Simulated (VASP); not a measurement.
A run of VASP 6.6.1 is set up as follows.

Contents of INCAR:

```
PREC = Accurate
ENCUT = 520
EDIFF = 1E-6
ISMEAR = 0
SIGMA = 0.1
LREAL = False
LASPH = True
NELM = 80
ALGO = Normal
ISIF = 2
LWAVE = False
LCHARG = False
GGA = PE
IVDW = 12
NBANDS = 14
```

The input KPOINTS:

```
regular mesh
0
Gamma
  16 16 16
```

Contents of POSCAR:

```
HfN
1.0
    0.0000000000      2.2584262519      2.2584262519
    2.2584262519      0.0000000000      2.2584262519
    2.2584262519      2.2584262519      0.0000000000
Hf N
1 1
Direct
    0.0000000000      0.0000000000      0.0000000000
    0.5000000000      0.5000000000      0.5000000000
```

Potentials or basis: VASP PAW PBE potentials, release 64 (Hf_pv, N).

Launch:

```bash
$ cat potpaw_PBE.64/Hf_pv/POTCAR potpaw_PBE.64/N/POTCAR > POTCAR
$ mpirun -np 1 vasp_std > vasp.out
```

Estimate the pressure.

-2.4 GPa.

What does it give for the dispersion energy per atom?

-0.387 eV.

Predict the band gap on the k mesh.

zero (an odd number of electrons rules out a gap without spin polarisation).

Caveat: spin-orbit coupling is left out, which moves the levels of the heavy elements.
